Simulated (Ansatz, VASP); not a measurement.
**One calculation of Na2S, two programs**

INCAR

```
SYSTEM = Na2S
ALGO     = Normal         ! electronic algorithm
EDIFF    = 1E-6           ! SCF threshold, eV
ENCUT    = 500            ! plane-wave cutoff, eV
GGA      = PS             ! functional
GGA_COMPAT= .FALSE.      
ISIF     = 2              ! what is computed and relaxed
ISMEAR   = 0              ! smearing method
IVDW     = 13             ! dispersion correction
LASPH    = .TRUE.         ! aspherical terms in the spheres
LCHARG   = .TRUE.         ! write CHGCAR
LELF     = .TRUE.         ! ELF
LREAL    = .FALSE.        ! projectors in reciprocal space
LVHAR    = .TRUE.       
LWAVE    = .FALSE.        ! write WAVECAR
NBANDS   = 17             ! bands
NELM     = 120            ! most SCF steps
PREC     = Accurate       ! precision mode
SIGMA    = 0.01           ! smearing width, eV
```

File KPOINTS:

```
k-points
0
G
  6 6 6
  0 0 0
```

The input POSCAR:

```
Na2S
1.0
    0.0000000000      3.2554324741      3.2554324741
    3.2554324741      0.0000000000      3.2554324741
    3.2554324741      3.2554324741      0.0000000000
S Na
1 2
Direct
    0.0000000000      0.0000000000      0.0000000000
    0.2500000000      0.2500000000      0.2500000000
    0.7500000000      0.7500000000      0.7500000000
```

Input for Ansatz:

```yaml
crystal:
  lattice:
    - [0.0, 3.2554324741, 3.2554324741]
    - [3.2554324741, 0.0, 3.2554324741]
    - [3.2554324741, 3.2554324741, 0.0]
  atoms:
    - { symbol: S, position: [0.0, 0.0, 0.0] }
    - { symbol: Na, position: [0.25, 0.25, 0.25] }
    - { symbol: Na, position: [0.75, 0.75, 0.75] }
kpoints:
  mp_grid: { grid: [6, 6, 6] }
hamiltonian:
  xc: pbesol
  dispersion: d4
scf:
  occupations: { method: fixed }
  n_extra_bands: 4
output:
  forces: true
  stress: true
  eigenvalues: true
```

Alike in both runs: task single point; functional PBEsol; dispersion D4; k mesh 6 × 6 × 6; no spin polarisation.

|  | VASP | Ansatz |
| --- | --- | --- |
| version | VASP 6.6.1 | Ansatz 0.2.0 |
| potentials or method | VASP PAW PBE potentials, release 64 (S, Na_pv) | plane waves |
| plane-wave cutoff (eV) | 500 | 420 |
| occupations | gaussian, width 0.01 eV | fixed |
| valence electrons in the cell | 20 | 24 |

|  | VASP | Ansatz | Ansatz less VASP |
| --- | --- | --- | --- |
| gap on the k mesh at the Fermi level (eV) | 2.41 | 2.41 | +0.005 |
| pressure (GPa) | -0.5 | -0.5 | -0.04 |

VASP's potentials were made for PBE, not for PBEsol. VASP's potentials hold 20 valence electrons a cell and Ansatz's 24, so a difference there can come from the potentials and not from the codes.
